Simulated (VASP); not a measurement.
# TiO2 (P4_2/mnm) in VASP: notebook

The runs below take TiO2 through single point, with LDA.

All numbers are computed with VASP 6.6.1; they aren't measurements. Logs are shortened: lines on timing, memory, paths and dates and some standing lists are left out, and cuts for length are marked.

### 1 The cell of the first run

Symmetry: P4_2/mnm, No. 136, tetragonal system. Conventional cell: a = 4.502 Å, b = 4.502 Å, c = 2.959 Å, α = 90.00°, β = 90.00°, γ = 90.00°. Ti (site symmetry mmm) has 6 O at 1.93 to 1.95 Å within 2.6 Å. Within 2.6 Å of O (site symmetry m2m) lie 3 Ti at 1.93 to 1.95 Å and 1 O at 2.47 Å.

### 2 Single point, LDA (equal xx and yy strain of -2 %)

Contents of INCAR:

```
  PREC = Accurate
  ENCUT = 520
  EDIFF = 1E-7
  ISMEAR = -1
  SIGMA = 0.05
  LREAL = False
  LASPH = True
  NELM = 60
  ALGO = Normal
  ISIF = 2
  LWAVE = False
  LCHARG = False
  NBANDS = 33
```

Contents of KPOINTS:

```
regular mesh
0
Gamma
  7 7 10
```

Contents of POSCAR:

```
TiO2
1.0
    4.5021200000      0.0000000000      0.0000000000
    0.0000000000      4.5021200000      0.0000000000
    0.0000000000      0.0000000000      2.9590000000
Ti O
2 4
Direct
    0.0000000000      0.0000000000      0.0000000000
    0.5000000000      0.5000000000      0.5000000000
    0.3060000000      0.3060000000      0.0000000000
    0.1940000000      0.8060000000      0.5000000000
    0.6940000000      0.6940000000      0.0000000000
    0.8060000000      0.1940000000      0.5000000000
```

Potentials or basis: VASP PAW LDA potentials, release 64 (Ti_sv, O).

The run is started by

```bash
$ cat potpaw_LDA.64/Ti_sv/POTCAR potpaw_LDA.64/O/POTCAR > POTCAR
$ mpirun -np 1 vasp_std > vasp.out
```

OUTCAR:

```text
PREC = Accurate
   ENCUT = 520
   EDIFF = 1E-7
   ISMEAR = -1
   LREAL = False
   LASPH = True
   NELM = 60
   ISIF = 2

 ion  position               nearest neighbor table
   1  0.000  0.000  0.000-   4 1.93   6 1.93   4 1.93   6 1.93   5 1.95   3 1.95
   2  0.500  0.500  0.500-   3 1.93   5 1.93   3 1.93   5 1.93   4 1.95   6 1.95
   3  0.306  0.306  0.000-   2 1.93   2 1.93   1 1.95
   4  0.194  0.806  0.500-   1 1.93   1 1.93   2 1.95
   5  0.694  0.694  0.000-   2 1.93   2 1.93   1 1.95
   6  0.806  0.194  0.500-   1 1.93   1 1.93   2 1.95

  LATTYP: Found a simple tetragonal cell.
 ALAT       =     4.5021200000
 C/A-ratio  =     0.6572459197

  Lattice vectors:

 A1 = (   4.5021200000,   0.0000000000,   0.0000000000)
 A2 = (   0.0000000000,   4.5021200000,   0.0000000000)
 A3 = (   0.0000000000,   0.0000000000,   2.9590000000)

Analysis of symmetry for initial positions (statically):
=====================================================================
 Subroutine PRICEL returns:
 Original cell was already a primitive cell.

 Routine SETGRP: Setting up the symmetry group for a
 simple tetragonal supercell.

 Subroutine GETGRP returns: Found 16 space group operations
 (whereof  8 operations were pure point group operations)
 out of a pool of 16 trial point group operations.

The static configuration has the point symmetry D_2h.
 The point group associated with its full space group is D_4h.

Analysis of symmetry for dynamics (positions and initial velocities):
=====================================================================
 Subroutine PRICEL returns:
 Original cell was already a primitive cell.

 Routine SETGRP: Setting up the symmetry group for a
 simple tetragonal supercell.

 Subroutine GETGRP returns: Found 16 space group operations
 (whereof  8 operations were pure point group operations)
 out of a pool of 16 trial point group operations.

The dynamic configuration has the point symmetry D_2h.
 The point group associated with its full space group is D_4h.

 Subroutine INISYM returns: Found 16 space group operations
 (whereof  8 operations are pure point group operations),
 and found     1 'primitive' translations

----------------------------------------------------------------------------------------

                                     Primitive cell

  volume of cell :      59.9762

  direct lattice vectors                    reciprocal lattice vectors
     4.502120000  0.000000000  0.000000000     0.222117580  0.000000000  0.000000000
     0.000000000  4.502120000  0.000000000     0.000000000  0.222117580  0.000000000
     0.000000000  0.000000000  2.959000000     0.000000000  0.000000000  0.337952011

  length of vectors
     4.502120000  4.502120000  2.959000000     0.222117580  0.222117580  0.337952011

  position of ions in fractional coordinates (direct lattice)
     0.000000000  0.000000000  0.000000000
     0.500000000  0.500000000  0.500000000
     0.306000000  0.306000000  0.000000000
     0.194000000  0.806000000  0.500000000
     0.694000000  0.694000000  0.000000000
     0.806000000  0.194000000  0.500000000

  ion indices of the primitive-cell ions
   primitive index   ion index
                 1           1
                 2           2
                 3           3
                 4           4
                 5           5
                 6           6

----------------------------------------------------------------------------------------

 KPOINTS: regular mesh

Automatic generation of k-mesh.
 Grid dimensions read from file:
 generate k-points for:    7    7   10

 Generating k-lattice:

  Cartesian coordinates                     Fractional coordinates (reciprocal lattice)
     0.031731083  0.000000000  0.000000000     0.142857143  0.000000000  0.000000000
     0.000000000  0.031731083  0.000000000     0.000000000  0.142857143  0.000000000
     0.000000000  0.000000000  0.033795201     0.000000000  0.000000000  0.100000000

  Length of vectors
     0.031731083  0.031731083  0.033795201

  Shift w.r.t. Gamma in fractional coordinates (k-lattice)
     0.000000000  0.000000000  0.000000000

 Subroutine IBZKPT returns following result:
 ===========================================

 Found     60 irreducible k-points:

 Following reciprocal coordinates:
            Coordinates               Weight
  0.000000  0.000000  0.000000      1.000000
  0.142857  0.000000  0.000000      4.000000
  0.285714  0.000000  0.000000      4.000000
  0.428571  0.000000  0.000000      4.000000
  0.142857  0.142857  0.000000      4.000000
  0.285714  0.142857  0.000000      8.000000
[... 16 lines left out ...]
  0.285714  0.000000  0.200000      8.000000
  0.428571  0.000000  0.200000      8.000000
 [... further k-points ...]
   k-points           NKPTS =     60   k-points in BZ     NKDIM =     60   number of bands    NBANDS=     33
   number of dos      NEDOS =    301   number of ions     NIONS =      6
   total plane-waves  NPLWV =  31104
   dimension x,y,z NGX =    36 NGY =   36 NGZ =   24
   dimension x,y,z NGXF=    72 NGYF=   72 NGZF=   48
   ions per type =               2   4
   NGX,Y,Z   is equivalent  to a cutoff of  13.29, 13.29, 13.48 a.u.
   NGXF,Y,Z  is equivalent  to a cutoff of  26.59, 26.59, 26.97 a.u.
 SYSTEM =  unknown system
   PREC   = accura    normal or accurate (medium, high low for compatibility)
   ISTART =      0    job   : 0-new  1-cont  2-samecut
   ICHARG =      2    charge: 1-file 2-atom 10-const
   ISPIN  =      1    spin polarized calculation?
   LNONCOLLINEAR =      F non collinear calculations
   LSORBIT =      F    spin-orbit coupling
   LASPH  =      T    aspherical Exc in radial PAW
   ENCUT  =  520.0 eV  38.22 Ry    6.18 a.u.   8.37  8.37  5.50*2*pi/ulx,y,z
   NELM   =     60;   NELMIN=  2; NELMDL= -5     # of ELM steps
   EDIFF  = 0.1E-06   stopping-criterion for ELM
   LREAL  =      F    real-space projection
   EDIFFG = 0.1E-05   stopping-criterion for IOM
   NSW    =      0    number of steps for IOM
   IBRION =     -1    ionic relax: 0-MD 1-quasi-New 2-CG
   NFREE  =      0    steps in history (QN), initial steepest desc. (CG)
   ISIF   =      2    stress and relaxation
   ISYM   =      2    0-nonsym 1-usesym 2-fastsym
   POTIM  = 0.5000    time-step for ionic-motion
   TEBEG  =    0.0;   TEEND  =   0.0 temperature during run
   PSTRESS=    0.0 pullay stress
   NELECT =      48.0000    total number of electrons
   NUPDOWN=      -1.0000    fix difference up-down
   EMIN   =  10.00;   EMAX   =-10.00  energy-range for DOS
   EFERMI =   0.00;   METHOD = LEGACY
   ISMEAR =    -1;   SIGMA  =   0.05  broadening in eV -4-tet -1-fermi 0-gaus
   EFERMI_NEDOS =   21; number of points for ismear=-14 and -15
   IALGO  =     38    algorithm
   IMIX   =      4    mixing-type and parameters
     AMIX     =   0.40;   BMIX     =  1.00
     AMIX_MAG =   1.60;   BMIX_MAG =  1.00
  volume/ion in A,a.u.               =      10.00        67.46
  Fermi-wavevector in a.u.,A,eV,Ry     =   1.519949  2.872286 31.432771  2.310243
  Thomas-Fermi vector in A             =   2.628865
   LORBIT       =      0    0 simple, 1 ext, 2 COOP (PROOUT), +10 PAW based schemes
   GGA     = CA    functional components
   LHFCALC =     F    Hartree Fock is set to
   AEXX    =    0.0000 exact exchange contribution
   IVDW    =     0    specifies the selected vdW correction
   LEPSILON=     F    determine dielectric tensor
   LRPA    =     F    only Hartree local field effects (RPA)
 non-spin polarized calculation
  energy-cutoff  :      520.00
  volume of cell :       59.98
 maximum number of plane-waves:      1632
 NGX is ok and might be reduce to    36
   NGX = 17   NGY = 17   NGZ = 11

 number of electron      47.9999982 magnetization

 Free energy of the ion-electron system (eV)
  ---------------------------------------------------
  ext. energy  EPLUGINS =         0.00000000
  ---------------------------------------------------
  free energy    TOTEN  =       -58.74700093 eV

  energy without entropy =      -58.74700093  energy(sigma->0) =      -58.74700093

 E-fermi :   5.9184     XC(G=0): -12.2086

 val. band max:        5.0268536115   @ k =   0.0000   0.0000   0.0000
 cond. band min:       6.9052603853   @ k =   0.0000   0.0000   0.0000
 fundamental gap:      1.8784067738
 Fermi energy:         5.9184235074

 k-point     1 :       0.0000    0.0000    0.0000
  band No.  band energies     occupation
      1     -51.0673      2.00000
      2     -51.0434      2.00000
      3     -27.8195      2.00000
      4     -27.8195      2.00000
      5     -27.6166      2.00000
      6     -27.6166      2.00000
[... 25 lines left out ...]
     32      11.9973      0.00000
     33      11.9974      0.00000

 k-point     2 :       0.1429    0.0000    0.0000
  band No.  band energies     occupation
      1     -51.0661      2.00000
      2     -51.0446      2.00000
      3     -27.8114      2.00000
      4     -27.8104      2.00000
      5     -27.6270      2.00000
      6     -27.6260      2.00000
[... 25 lines left out ...]
     32      11.9175      0.00000
     33      11.9356      0.00000

 k-point     3 :       0.2857    0.0000    0.0000
  band No.  band energies     occupation
      1     -51.0627      2.00000
      2     -51.0478      2.00000
      3     -27.7884      2.00000
      4     -27.7854      2.00000
      5     -27.6548      2.00000
      6     -27.6516      2.00000
[... 25 lines left out ...]
     32      11.7373      0.00000
     33      11.7816      0.00000

 k-point     4 :       0.4286    0.0000    0.0000
  band No.  band energies     occupation
      1     -51.0579      2.00000
      2     -51.0526      2.00000
      3     -27.7580      2.00000
      4     -27.7548      2.00000
      5     -27.6875      2.00000
      6     -27.6842      2.00000
[... 25 lines left out ...]
     32      11.6025      0.00000
     33      11.6303      0.00000

 k-point     5 :       0.1429    0.1429    0.0000
  band No.  band energies     occupation
      1     -51.0650      2.00000
      2     -51.0456      2.00000
      3     -27.8229      2.00000
      4     -27.7840      2.00000
      5     -27.6552      2.00000
      6     -27.6147      2.00000
[... 604 lines left out ...]
 k-point    22 :       0.1429    0.0000    0.2000
  band No.  band energies     occupation
      1     -51.0485      2.00000
      2     -51.0311      2.00000
      3     -27.7855      2.00000
      4     -27.7666      2.00000
      5     -27.7466      2.00000
      6     -27.7369      2.00000
[... 25 lines left out ...]
     32      11.2876      0.00000
     33      11.4463      0.00000

 k-point    23 :       0.2857    0.0000    0.2000
  band No.  band energies     occupation
      1     -51.0458      2.00000
      2     -51.0337      2.00000
      3     -27.7907      2.00000
      4     -27.7605      2.00000
      5     -27.7369      2.00000
      6     -27.7205      2.00000
[... 25 lines left out ...]
     32      10.9365      0.00000
     33      11.3818      0.00000

 k-point    24 :       0.4286    0.0000    0.2000
  band No.  band energies     occupation
      1     -51.0419      2.00000
      2     -51.0376      2.00000
      3     -27.7855      2.00000
      4     -27.7728      2.00000
      5     -27.7152      2.00000
      6     -27.7025      2.00000
[... 25 lines left out ...]
     32      10.7120      0.00000
     33      11.6328      0.00000

 [... further k-points ...]

------------------------ aborting loop because EDIFF is reached ----------------------------------------

  FORCE on cell =-STRESS in cart. coord.  units (eV):
  Direction    XX          YY          ZZ          XY          YZ          ZX
  --------------------------------------------------------------------------------------
  -------------------------------------------------------------------------------------
  Total        1.6498423      1.6498423     -0.4874576      0.0000000      0.0000000      0.0000000
  in kB       44.0731311     44.0731311    -13.0217189      0.0000000      0.0000000      0.0000000
  external PRESSURE =      25.0415145 kB  Pullay stress =       0.0000000 kB

 VOLUME and BASIS-vectors are now :
 -----------------------------------------------------------------------------
  energy-cutoff  :      520.00
  volume of cell :       59.98
      direct lattice vectors                 reciprocal lattice vectors
     4.502120000  0.000000000  0.000000000     0.222117580  0.000000000  0.000000000
     0.000000000  4.502120000  0.000000000     0.000000000  0.222117580  0.000000000
     0.000000000  0.000000000  2.959000000     0.000000000  0.000000000  0.337952011

 POSITION                                       TOTAL-FORCE (eV/Angst)
 -----------------------------------------------------------------------------------
      0.00000      0.00000      0.00000        -0.000000      0.000000      0.000000
      2.25106      2.25106      1.47950        -0.000000      0.000000      0.000000
      1.37765      1.37765      0.00000        -0.224392     -0.224392      0.000000
      0.87341      3.62871      1.47950         0.224392     -0.224392      0.000000
      3.12447      3.12447      0.00000         0.224392      0.224392      0.000000
      3.62871      0.87341      1.47950        -0.224392      0.224392      0.000000
 -----------------------------------------------------------------------------------
    total drift:                               -0.000000      0.000000      0.000000

  FREE ENERGIE OF THE ION-ELECTRON SYSTEM (eV)
  ---------------------------------------------------
  free  energy   TOTEN  =       -58.7470009254 eV

  energy  without entropy=      -58.7470009250  energy(sigma->0) =      -58.74700093
```

It took 3.3 min on 1 thread of Intel Xeon 8259CL, shared host; peak memory 0.22 GiB.

What came out:

```yaml
Free_energy: -58.7470 eV
Pressure: 2.5 GPa
Largest_force: 0.317 eV/Å
Band_gap_on_the_k_mesh: 1.88 eV
```

Forces on the atoms (eV/Å):
```
Ti   0.000  0.000  0.000
Ti   0.000  0.000  0.000
O   -0.224 -0.224  0.000
O    0.224 -0.224  0.000
O    0.224  0.224  0.000
O   -0.224  0.224  0.000
```

Stress tensor (GPa, compression positive):
```
 4.41  0.00  0.00
 0.00  4.41  0.00
 0.00  0.00 -1.30
```

Caveat: the cell differs from its parent crystal (equal xx and yy strain of -2 %); the stress differs along the axes, from -1 to 4 GPa.

[end of part 1 of 2]
